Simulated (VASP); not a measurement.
Si, 2 atoms in the cell. The structure is hexagonal, space group P6_3/mmc (No. 194). Conventional cell: a = 2.444 Å, b = 2.444 Å, c = 4.152 Å, α = 90.00°, β = 90.00°, γ = 120.00°. Si (site symmetry -6m2) has 12 Si at 2.44 to 2.51 Å within 3.2 Å. 

| Property | Result |
| --- | --- |
| Program | VASP 6.6.1 |
| Task | single point |
| Functional | LDA |
| Potentials or basis | VASP PAW LDA potentials, release 64 (Si) |
| Cutoff | 520 eV |
| k mesh | 13 × 13 × 7 |
| Occupations | fermi-dirac, width 0.05 eV |
| Spin | no spin polarisation |
| Dipole correction | no |
| Further INCAR settings | ALGO = Normal; EDIFF = 1e-06; NBANDS = 11 |

Potentials or basis: VASP PAW LDA potentials, release 64 (Si).

Command:

```bash
$ cat potpaw_LDA.64/Si/POTCAR > POTCAR
$ mpirun -np 1 vasp_std > vasp.out
```

Hardware: 1 thread of Intel Xeon 6975P-C, on a shared host.

Problem. Estimate the wall time of this run.

Solution. It took 11 s on 1 thread of Intel Xeon 6975P-C, on a shared host, peak memory 0.13 GiB. Counts: scf iterations 10, k points 84.
